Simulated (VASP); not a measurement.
Write the native input for VASP 6.6.1 that does the following.

- Task: single point
- Functional: r2SCAN
- Potentials or basis: VASP PAW PBE potentials, release 64 (Sn_d)
- Cutoff: 520 eV
- k mesh: 13 × 13 × 13
- Occupations: fermi-dirac, width 0.05 eV
- Spin: no spin polarisation
- Dipole correction: no
- Further INCAR settings: ALGO = Normal; EDIFF = 1e-06; NBANDS = 13

The system is Sn.

```
CELL_PARAMETERS angstrom
-1.90097 1.90097 1.89465
1.90097 -1.90097 1.89465
1.90097 1.90097 -1.89465
ATOMIC_POSITIONS crystal
Sn 0.00000 0.00000 0.00000
```

This isn't the form of Sn at room conditions, which is tetragonal (white tin).

These files were run (other wordings do the same):

POSCAR

```
Sn
1.0
   -1.9009675067      1.9009675067      1.8946520000
    1.9009675067     -1.9009675067      1.8946520000
    1.9009675067      1.9009675067     -1.8946520000
Sn
1
Direct
    0.0000000000      0.0000000000      0.0000000000
```

INCAR.step1

```
PREC = Accurate
ENCUT = 520
ISMEAR = -1
SIGMA = 0.05
LREAL = F
LASPH = T
NELM = 80
NBANDS = 13
GGA = PE
ALGO = Normal
EDIFF = 1E-4
LWAVE = T
LCHARG = F
```

INCAR.step2

```
PREC = Accurate
ENCUT = 520
EDIFF = 1E-6
ISMEAR = -1
SIGMA = 0.05
LREAL = F
LASPH = T
NELM = 80
ALGO = Normal
ISIF = 2
LWAVE = F
LCHARG = F
METAGGA = R2SCAN
LMIXTAU = T
NBANDS = 13
ISTART = 1
```

KPOINTS

```
regular mesh
0
Gamma
  13 13 13
```

Potentials or basis: VASP PAW PBE potentials, release 64 (Sn_d).

Command:

```console
$ cat potpaw_PBE.64/Sn_d/POTCAR > POTCAR
$ cp INCAR.step1 INCAR
$ mpirun -np 1 vasp_std > vasp.out
$ cp INCAR.step2 INCAR
$ mpirun -np 1 vasp_std > vasp.out
```

Results of the run:

| Item | Value |
| --- | --- |
| Pressure | -0.7 GPa |
| Band gap on the k mesh | zero (bands 7 and 8 overlap by 10.81 eV) |

Caveat: the PAW data sets were made with another functional, which shifts forces and pressure a little; spin-orbit coupling is left out, which moves the levels of the heavy elements.

Wall time 110 s on 1 thread of AMD EPYC 9R45 96-Core Processor (Zen 5), on a shared host, peak memory 0.16 GiB.
